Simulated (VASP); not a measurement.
# SiO2 (P6_322) in VASP: notebook

Runs on SiO2. Level: LDA. Tasks: single point.

Program: VASP 6.6.1. These are calculated values, not measurements. Logs are shortened: lines on timing, memory, paths and dates and some standing lists are left out, and cuts for length are marked.

**1. The cell of the first run**

Symmetry: P6_322, No. 182, hexagonal system. The conventional cell has a = 5.015 Å, b = 5.015 Å, c = 8.539 Å, α = 90.00°, β = 90.00°, γ = 120.00°. Within 2.1 Å of Si (site symmetry 3) lie 4 O at 1.60 to 1.61 Å. Within 2.1 Å of O (site symmetry 2) lie 2 Si at 1.61 Å. Within 2.1 Å of O (site symmetry 32) lie 2 Si at 1.60 Å.

**2. Single point, LDA**

Contents of INCAR:

```
SYSTEM = SiO2
ALGO     = Normal         ! electronic algorithm
EDIFF    = 1E-6           ! SCF threshold, eV
ENCUT    = 520            ! plane-wave cutoff, eV
GGA      = CA             ! functional
ISIF     = 2              ! what is computed and relaxed
ISMEAR   = 0              ! smearing method
LASPH    = .True.         ! aspherical terms in the spheres
LCHARG   = .True.         ! write CHGCAR
LELF     = .True.         ! ELF
LREAL    = .False.        ! projectors in reciprocal space
LVHAR    = .True.       
LWAVE    = .False.        ! write WAVECAR
NBANDS   = 44             ! bands
NELM     = 80             ! most SCF steps
PREC     = Accurate       ! precision mode
SIGMA    = 0.02           ! smearing width, eV
```

Contents of KPOINTS:

```
k-points
0
Gamma
  6 6 4
  0 0 0
```

Contents of POSCAR:

```
SiO2
1.0
    5.0150049464      0.0000000000      0.0000000000
   -2.5075024732      4.3431216837      0.0000000000
    0.0000000000      0.0000000000      8.5394404742
Si O
4 8
Direct
    0.6666666667      0.3333333333      0.9370470931
    0.6666666667      0.3333333333      0.5629529069
    0.3333333333      0.6666666667      0.0629529069
    0.3333333333      0.6666666667      0.4370470931
    0.0000000000      0.4120635575      0.0000000000
    0.4120635575      0.4120635575      0.5000000000
    0.5879364425      0.0000000000      0.5000000000
    0.5879364425      0.5879364425      0.0000000000
    0.0000000000      0.5879364425      0.5000000000
    0.6666666667      0.3333333333      0.7500000000
    0.3333333333      0.6666666667      0.2500000000
    0.4120635575      0.0000000000      0.0000000000
```

Potentials or basis: VASP PAW LDA potentials, release 64 (Si, O).

Command:

```sh
cat potpaw_LDA.64/Si/POTCAR potpaw_LDA.64/O/POTCAR > POTCAR
mpirun -np 1 vasp_std > vasp.out
```

OUTCAR:

```text
SYSTEM = SiO2
   EDIFF = 1E-6
   ENCUT = 520
   GGA = CA
   ISIF = 2
   ISMEAR = 0
   LASPH = .True.
   LREAL = .False.
   NELM = 80
   PREC = Accurate

 ion  position               nearest neighbor table
   1  0.667  0.333  0.937-  10 1.60   5 1.61  12 1.61   8 1.61   3 3.09   3 3.09   3 3.09
   2  0.667  0.333  0.563-  10 1.60   7 1.61   9 1.61   6 1.61   4 3.09   4 3.09   4 3.09
   3  0.333  0.667  0.063-  11 1.60  12 1.61   5 1.61   8 1.61   1 3.09   1 3.09   1 3.09
   4  0.333  0.667  0.437-  11 1.60   9 1.61   7 1.61   6 1.61   2 3.09   2 3.09   2 3.09
   5  0.000  0.412  0.000-   1 1.61   3 1.61
   6  0.412  0.412  0.500-   2 1.61   4 1.61
   7  0.588  0.000  0.500-   2 1.61   4 1.61
   8  0.588  0.588  0.000-   3 1.61   1 1.61
   9  0.000  0.588  0.500-   4 1.61   2 1.61
  10  0.667  0.333  0.750-   1 1.60   2 1.60
  11  0.333  0.667  0.250-   3 1.60   4 1.60
  12  0.412  0.000  0.000-   3 1.61   1 1.61

  LATTYP: Found a hexagonal cell.
 ALAT       =     5.0150049464
 C/A-ratio  =     1.7027780761

  Lattice vectors:

 A1 = (   5.0150049464,   0.0000000000,   0.0000000000)
 A2 = (  -2.5075024732,   4.3431216837,   0.0000000000)
 A3 = (   0.0000000000,   0.0000000000,   8.5394404742)

Analysis of symmetry for initial positions (statically):
=====================================================================
 Subroutine PRICEL returns:
 Original cell was already a primitive cell.

 Routine SETGRP: Setting up the symmetry group for a
 hexagonal supercell.

 Subroutine GETGRP returns: Found 12 space group operations
 (whereof  6 operations were pure point group operations)
 out of a pool of 24 trial point group operations.

The static configuration has the point symmetry D_3 .
 The point group associated with its full space group is D_6 .

Analysis of symmetry for dynamics (positions and initial velocities):
=====================================================================
 Subroutine PRICEL returns:
 Original cell was already a primitive cell.

 Routine SETGRP: Setting up the symmetry group for a
 hexagonal supercell.

 Subroutine GETGRP returns: Found 12 space group operations
 (whereof  6 operations were pure point group operations)
 out of a pool of 24 trial point group operations.

The dynamic configuration has the point symmetry D_3 .
 The point group associated with its full space group is D_6 .

 Subroutine INISYM returns: Found 12 space group operations
 (whereof  6 operations are pure point group operations),
 and found     1 'primitive' translations

----------------------------------------------------------------------------------------

                                     Primitive cell

  volume of cell :     185.9956

  direct lattice vectors                    reciprocal lattice vectors
     5.015004946  0.000000000  0.000000000     0.199401598  0.115124566  0.000000000
    -2.507502473  4.343121684  0.000000000     0.000000000  0.230249132  0.000000000
     0.000000000  0.000000000  8.539440474     0.000000000  0.000000000  0.117103691

  length of vectors
     5.015004946  5.015004946  8.539440474     0.230249132  0.230249132  0.117103691

  position of ions in fractional coordinates (direct lattice)
     0.666666667  0.333333333  0.937047093
     0.666666667  0.333333333  0.562952907
     0.333333333  0.666666667  0.062952907
     0.333333333  0.666666667  0.437047093
     0.000000000  0.412063557  0.000000000
     0.412063557  0.412063557  0.500000000
     0.587936443  0.000000000  0.500000000
     0.587936443  0.587936443  0.000000000
     0.000000000  0.587936443  0.500000000
     0.666666667  0.333333333  0.750000000
     0.333333333  0.666666667  0.250000000
     0.412063557  0.000000000  0.000000000

  ion indices of the primitive-cell ions
   primitive index   ion index
                 1           1
                 2           2
                 3           3
                 4           4
                 5           5
                 6           6
                 7           7
                 8           8
                 9           9
                10          10
                11          11
                12          12

----------------------------------------------------------------------------------------

 KPOINTS: k-points

Automatic generation of k-mesh.
 Grid dimensions read from file:
 generate k-points for:    6    6    4

 Generating k-lattice:

  Cartesian coordinates                     Fractional coordinates (reciprocal lattice)
     0.033233600  0.019187428  0.000000000     0.166666667  0.000000000  0.000000000
     0.000000000  0.038374855  0.000000000     0.000000000  0.166666667  0.000000000
     0.000000000  0.000000000  0.029275923     0.000000000  0.000000000  0.250000000

  Length of vectors
     0.038374855  0.038374855  0.029275923

  Shift w.r.t. Gamma in fractional coordinates (k-lattice)
     0.000000000  0.000000000  0.000000000

 Subroutine IBZKPT returns following result:
 ===========================================

 Found     21 irreducible k-points:

 Following reciprocal coordinates:
            Coordinates               Weight
  0.000000  0.000000  0.000000      1.000000
  0.166667  0.000000  0.000000      6.000000
  0.333333  0.000000  0.000000      6.000000
  0.500000  0.000000  0.000000      3.000000
  0.166667  0.166667  0.000000      6.000000
  0.333333  0.166667  0.000000     12.000000
[... 13 lines left out ...]
  0.333333  0.166667  0.500000     12.000000
  0.333333  0.333333  0.500000      2.000000
   k-points           NKPTS =     21   k-points in BZ     NKDIM =     21   number of bands    NBANDS=     44
   number of dos      NEDOS =    301   number of ions     NIONS =     12
   total plane-waves  NPLWV = 102400
   dimension x,y,z NGX =    40 NGY =   40 NGZ =   64
   dimension x,y,z NGXF=    80 NGYF=   80 NGZF=  128
   ions per type =               4   8
   NGX,Y,Z   is equivalent  to a cutoff of  13.26, 13.26, 12.46 a.u.
   NGXF,Y,Z  is equivalent  to a cutoff of  26.52, 26.52, 24.92 a.u.
 SYSTEM =  SiO2
   PREC   = accura    normal or accurate (medium, high low for compatibility)
   ISTART =      0    job   : 0-new  1-cont  2-samecut
   ICHARG =      2    charge: 1-file 2-atom 10-const
   ISPIN  =      1    spin polarized calculation?
   LNONCOLLINEAR =      F non collinear calculations
   LSORBIT =      F    spin-orbit coupling
   LASPH  =      T    aspherical Exc in radial PAW
   ENCUT  =  520.0 eV  38.22 Ry    6.18 a.u.   9.32  9.32 15.88*2*pi/ulx,y,z
   NELM   =     80;   NELMIN=  2; NELMDL= -5     # of ELM steps
   EDIFF  = 0.1E-05   stopping-criterion for ELM
   LREAL  =      F    real-space projection
   EDIFFG = 0.1E-04   stopping-criterion for IOM
   NSW    =      0    number of steps for IOM
   IBRION =     -1    ionic relax: 0-MD 1-quasi-New 2-CG
   NFREE  =      0    steps in history (QN), initial steepest desc. (CG)
   ISIF   =      2    stress and relaxation
   ISYM   =      2    0-nonsym 1-usesym 2-fastsym
   POTIM  = 0.5000    time-step for ionic-motion
   TEBEG  =    0.0;   TEEND  =   0.0 temperature during run
   PSTRESS=    0.0 pullay stress
   NELECT =      64.0000    total number of electrons
   NUPDOWN=      -1.0000    fix difference up-down
   EMIN   =  10.00;   EMAX   =-10.00  energy-range for DOS
   EFERMI =   0.00;   METHOD = LEGACY
   ISMEAR =     0;   SIGMA  =   0.02  broadening in eV -4-tet -1-fermi 0-gaus
   EFERMI_NEDOS =   21; number of points for ismear=-14 and -15
   IALGO  =     38    algorithm
   IMIX   =      4    mixing-type and parameters
     AMIX     =   0.40;   BMIX     =  1.00
     AMIX_MAG =   1.60;   BMIX_MAG =  1.00
  volume/ion in A,a.u.               =      15.50       104.60
  Fermi-wavevector in a.u.,A,eV,Ry     =   1.147186  2.167867 17.905758  1.316036
  Thomas-Fermi vector in A             =   2.283867
   LORBIT       =      0    0 simple, 1 ext, 2 COOP (PROOUT), +10 PAW based schemes
   GGA     = CA    functional components
   LHFCALC =     F    Hartree Fock is set to
   AEXX    =    0.0000 exact exchange contribution
   IVDW    =     0    specifies the selected vdW correction
   LEPSILON=     F    determine dielectric tensor
   LRPA    =     F    only Hartree local field effects (RPA)
 non-spin polarized calculation
 Gauss-broadening in eV      SIGMA  =   0.02
  energy-cutoff  :      520.00
  volume of cell :      186.00
 maximum number of plane-waves:      5059
 NGX is ok and might be reduce to    40
   NGX = 19   NGY = 19   NGZ = 31

 number of electron      64.0000001 magnetization

 Free energy of the ion-electron system (eV)
  ---------------------------------------------------
  ext. energy  EPLUGINS =         0.00000000
  ---------------------------------------------------
  free energy    TOTEN  =      -103.70379800 eV

  energy without entropy =     -103.70379800  energy(sigma->0) =     -103.70379800

 E-fermi :  -0.4860     XC(G=0):  -8.4854

 val. band max:       -0.6103489681   @ k =   0.0000   0.0000   0.2500
 cond. band min:       4.8047809941   @ k =   0.0000   0.0000   0.0000
 fundamental gap:      5.4151299622
 Fermi energy:        -0.4859976724

 k-point     1 :       0.0000    0.0000    0.0000
  band No.  band energies     occupation
      1     -19.8941      2.00000
      2     -19.4815      2.00000
      3     -18.4167      2.00000
      4     -17.7315      2.00000
      5     -17.7188      2.00000
      6     -17.7188      2.00000
[... 36 lines left out ...]
     43      11.0650      0.00000
     44      11.0654      0.00000

 k-point     2 :       0.1667    0.0000    0.0000
  band No.  band energies     occupation
      1     -19.8171      2.00000
      2     -19.3966      2.00000
      3     -18.5114      2.00000
      4     -17.8442      2.00000
      5     -17.7368      2.00000
      6     -17.7321      2.00000
[... 885 lines left out ...]
 k-point    21 :       0.3333    0.3333    0.5000
  band No.  band energies     occupation
      1     -19.1982      2.00000
      2     -19.1982      2.00000
      3     -18.7076      2.00000
      4     -18.7076      2.00000
      5     -17.7637      2.00000
      6     -17.7637      2.00000
[... 36 lines left out ...]
     43      10.0835      0.00000
     44      10.0835      0.00000

------------------------ aborting loop because EDIFF is reached ----------------------------------------

  FORCE on cell =-STRESS in cart. coord.  units (eV):
  Direction    XX          YY          ZZ          XY          YZ          ZX
  --------------------------------------------------------------------------------------
  -------------------------------------------------------------------------------------
  Total        0.5634171      0.5634171      0.5411163      0.0000000      0.0000000      0.0000000
  in kB        4.8533073      4.8533073      4.6612072      0.0000000      0.0000000      0.0000000
  external PRESSURE =       4.7892739 kB  Pullay stress =       0.0000000 kB

 VOLUME and BASIS-vectors are now :
 -----------------------------------------------------------------------------
  energy-cutoff  :      520.00
  volume of cell :      186.00
      direct lattice vectors                 reciprocal lattice vectors
     5.015004946  0.000000000  0.000000000     0.199401598  0.115124566  0.000000000
    -2.507502473  4.343121684  0.000000000     0.000000000  0.230249132  0.000000000
     0.000000000  0.000000000  8.539440474     0.000000000  0.000000000  0.117103691

 POSITION                                       TOTAL-FORCE (eV/Angst)
 -----------------------------------------------------------------------------------
      2.50750      1.44771      8.00186        -0.000000      0.000000     -0.016091
      2.50750      1.44771      4.80730        -0.000000      0.000000      0.016091
     -0.00000      2.89541      0.53758        -0.000000      0.000000      0.016091
     -0.00000      2.89541      3.73214        -0.000000      0.000000     -0.016091
     -1.03325      1.78964      0.00000         0.011843     -0.020513      0.000000
      1.03325      1.78964      4.26972        -0.011843     -0.020513      0.000000
      2.94850      0.00000      4.26972         0.023686      0.000000      0.000000
      1.47425      2.55348      0.00000         0.011843      0.020513     -0.000000
     -1.47425      2.55348      4.26972        -0.011843      0.020513     -0.000000
      2.50750      1.44771      6.40458        -0.000000      0.000000     -0.000000
     -0.00000      2.89541      2.13486        -0.000000      0.000000     -0.000000
      2.06650      0.00000      0.00000        -0.023686      0.000000     -0.000000
 -----------------------------------------------------------------------------------
    total drift:                                0.000000     -0.000000      0.000000

  FREE ENERGIE OF THE ION-ELECTRON SYSTEM (eV)
  ---------------------------------------------------
  free  energy   TOTEN  =      -103.7037979954 eV

  energy  without entropy=     -103.7037979954  energy(sigma->0) =     -103.70379800
```

Run time: 2.8 min. Hardware: 1 thread of AMD EPYC 7R43 (Zen 3), shared host; peak memory 0.27 GiB.

Results:

| Property | Result |
| --- | --- |
| Free energy | -103.7038 eV |
| Pressure | 0.5 GPa |
| Largest force | 0.024 eV/Å |
| Band gap on the k mesh | 5.42 eV (least direct gap 5.48 eV) |

Forces in eV/Å, atoms in the order of the input:
```
Si   0.000  0.000 -0.016
Si   0.000  0.000  0.016
Si   0.000  0.000  0.016
Si   0.000  0.000 -0.016
O    0.012 -0.021  0.000
O   -0.012 -0.021  0.000
O    0.024  0.000  0.000
O    0.012  0.021  0.000
O   -0.012  0.021  0.000
O    0.000  0.000  0.000
O    0.000  0.000  0.000
O   -0.024  0.000  0.000
```

Levels at points of the mesh, in eV from the valence-band top:
```tsv
k point	band 30	band 31	band 32	band 33	band 34	band 35
(0.00, 0.00, 0.00)	-0.81	-0.06	-0.06	5.42	7.75	8.05
(0.50, 0.00, 0.00)	-0.77	-0.66	-0.04	7.70	8.12	8.60
(0.00, 0.00, 0.50)	-0.67	-0.20	-0.20	6.21	6.21	9.02
(0.50, 0.00, 0.50)	-0.76	-0.38	-0.38	8.12	8.12	8.37
```

A k mesh can miss the band edges.

**3. Single point, LDA (13.64 Å³/atom)**

This run uses another cell than the first one, of 13.64 Å³/atom.

Contents of INCAR:

```
SYSTEM = SiO2
ALGO = Normal ; EDIFF = 1E-7
ENCUT = 520 ; ISIF = 2
ISMEAR = 0 ; LASPH = .True.
LCHARG = .False. ; LREAL = .False.
LWAVE = .False. ; NBANDS = 44
NELM = 60 ; PREC = Accurate
SIGMA = 0.02
```

KPOINTS is that of step 2.

Contents of POSCAR:

```
SiO2
1.0
    4.7142051625      0.0000000000      0.0000000000
   -2.3571025812      4.0826214294      0.0000000000
    0.0000000000      0.0000000000      8.5042867409
Si O
4 8
Direct
    0.6666666667      0.3333333333      0.9361888869
    0.6666666667      0.3333333333      0.5638111131
    0.3333333333      0.6666666667      0.0638111131
    0.3333333333      0.6666666667      0.4361888869
    0.0000000000      0.3622317522      0.0000000000
    0.3622317522      0.3622317522      0.5000000000
    0.6377682478      0.0000000000      0.5000000000
    0.6377682478      0.6377682478      0.0000000000
    0.0000000000      0.6377682478      0.5000000000
    0.6666666667      0.3333333333      0.7500000000
    0.3333333333      0.6666666667      0.2500000000
    0.3622317522      0.0000000000      0.0000000000
```

Potentials or basis: VASP PAW LDA potentials, release 64 (Si, O).

Command:

```sh
cat potpaw_LDA.64/Si/POTCAR potpaw_LDA.64/O/POTCAR > POTCAR
mpirun -np 1 vasp_std > vasp.out
```

It took 1.9 min on 1 thread of Intel Xeon Platinum 8488C (Sapphire Rapids), shared host; peak memory 0.27 GiB.

Results (log left out):

```yaml
Free_energy: -103.3441 eV
Pressure: 5.8 GPa
Largest_force: 0.044 eV/Å
Band_gap_on_the_k_mesh: 5.53 eV (least direct gap 5.67 eV)
```

Forces on the atoms (eV/Å):
```
Si   0.000  0.000 -0.038
Si   0.000  0.000  0.038
Si   0.000  0.000  0.038
Si   0.000  0.000 -0.038
O    0.022 -0.038  0.000
O   -0.022 -0.038  0.000
O    0.044  0.000  0.000
O    0.022  0.038  0.000
O   -0.022  0.038  0.000
O    0.000  0.000  0.000
O    0.000  0.000  0.000
O   -0.044  0.000  0.000
```

Stress tensor (GPa, compression positive):
```
5.87 0.00 0.00
0.00 5.87 0.00
0.00 0.00 5.77
```

Levels at points of the mesh, in eV from the valence-band top:
```csv
k point,band 29,band 30,band 31,band 32,band 33,band 34,band 35,band 36
"(0.00, 0.00, 0.00)",-0.65,-0.65,-0.14,-0.14,5.53,8.09,8.20,9.52
"(0.50, 0.00, 0.00)",-0.95,-0.76,-0.70,-0.15,7.95,8.66,8.72,8.98
"(0.00, 0.00, 0.50)",-0.66,-0.66,-0.09,-0.09,6.38,6.38,9.18,9.18
"(0.50, 0.00, 0.50)",-0.77,-0.77,-0.49,-0.49,8.36,8.36,8.83,8.83
```

Caveat: the cell stands under pressure.

**4. Single point, LDA (14.10 Å³/atom)**

This run uses another cell than the first one, of 14.10 Å³/atom.

Contents of INCAR:

```
SYSTEM = SiO2
ALGO = Normal ; EDIFF = 1E-6
ENCUT = 520 ; GGA = CA
ISIF = 2 ; ISMEAR = 0
LASPH = .TRUE. ; LCHARG = .FALSE.
LREAL = .FALSE. ; LWAVE = .FALSE.
NBANDS = 44 ; NELM = 60
PREC = Accurate ; SIGMA = 0.02
```

Contents of KPOINTS:

```
k-points
0
G
  6 6 4
  0 0 0
```

Contents of POSCAR:

```
SiO2
1.0
    4.7897065051      0.0000000000      0.0000000000
   -2.3948532526      4.1480075101      0.0000000000
    0.0000000000      0.0000000000      8.5191402626
Si O
4 8
Direct
    0.6666666667      0.3333333333      0.9363772191
    0.6666666667      0.3333333333      0.5636227809
    0.3333333333      0.6666666667      0.0636227809
    0.3333333333      0.6666666667      0.4363772191
    0.0000000000      0.3732911515      0.0000000000
    0.3732911515      0.3732911515      0.5000000000
    0.6267088485      0.0000000000      0.5000000000
    0.6267088485      0.6267088485      0.0000000000
    0.0000000000      0.6267088485      0.5000000000
    0.6666666667      0.3333333333      0.7500000000
    0.3333333333      0.6666666667      0.2500000000
    0.3732911515      0.0000000000      0.0000000000
```

Command:

```sh
cat potpaw_LDA.64/Si/POTCAR potpaw_LDA.64/O/POTCAR > POTCAR
mpirun -np 1 vasp_std > vasp.out
```

It took 2.3 min on 1 thread of Intel Xeon Platinum 8488C (Sapphire Rapids), shared host; peak memory 0.27 GiB.

It converged, with:

- Free energy: -103.5077 eV
- Pressure: 4.0 GPa
- Largest force: 0.043 eV/Å
- Band gap on the k mesh: 5.50 eV (least direct gap 5.63 eV)

Forces in eV/Å, atoms in the order of the input:
```
Si   0.000  0.000 -0.030
Si   0.000  0.000  0.030
Si   0.000  0.000  0.030
Si   0.000  0.000 -0.030
O    0.021 -0.037  0.000
O   -0.021 -0.037  0.000
O    0.043  0.000  0.000
O    0.021  0.037  0.000
O   -0.021  0.037  0.000
O    0.000  0.000  0.000
O    0.000  0.000  0.000
O   -0.043  0.000  0.000
```

Levels at points of the mesh, in eV from the valence-band top:
```csv
k point,band 29,band 30,band 31,band 32,band 33,band 34,band 35,band 36
"(0.00, 0.00, 0.00)",-0.71,-0.71,-0.13,-0.13,5.50,8.00,8.17,9.31
"(0.50, 0.00, 0.00)",-0.95,-0.75,-0.68,-0.12,7.89,8.54,8.69,8.99
"(0.00, 0.00, 0.50)",-0.68,-0.68,-0.12,-0.12,6.34,6.34,9.13,9.13
"(0.50, 0.00, 0.50)",-0.76,-0.76,-0.45,-0.45,8.31,8.31,8.72,8.72
```

Caveat: the cell stands under pressure. A k mesh can miss the band edges.

[end of part 1 of 2]
